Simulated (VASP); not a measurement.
La2O3:

```
La O
1.0
     6.32752    0.00000    0.00000
    -3.16376    5.47979    0.00000
     0.00000    0.00000    3.26781
La O
2 3
Cartesian
  3.1638 1.8266 1.6277
  0.0000 3.6532 1.6401
  3.1929 0.0000 0.0000
  -1.5965 2.7651 0.0000
  1.5673 2.7147 0.0000
```

This cell differs from its parent crystal: volume scaled by 0.98.

Base run:

```yaml
Program: VASP 6.6.1
Functional: PBE
Potentials_or_basis: VASP PAW PBE potentials, release 64 (La, O)
Cutoff: 520 eV
k_mesh: 5 × 5 × 8
Occupations: fermi-dirac, width 0.05 eV
Spin: no spin polarisation
```

Its results: band gap on the k mesh 1.55 eV, indirect (least direct gap 2.04 eV); pressure 1.6 GPa; largest force 0.031 eV/Å.

**Question.** The run is repeated on the same cell with these changes: functional from PBE to PBEsol. What comes out?

**Answer.** Band gap on the k mesh 1.46 eV, indirect (least direct gap 1.96 eV); pressure -1.4 GPa; largest force 0.039 eV/Å.

PBEsol binds more tightly than PBE, so the same cell stands under less pressure.

Caveats: spin-orbit coupling is left out, which moves the levels of the heavy elements; the PAW data sets were made with another functional, which shifts forces and pressure a little (some runs).

A k mesh can miss the band edges.
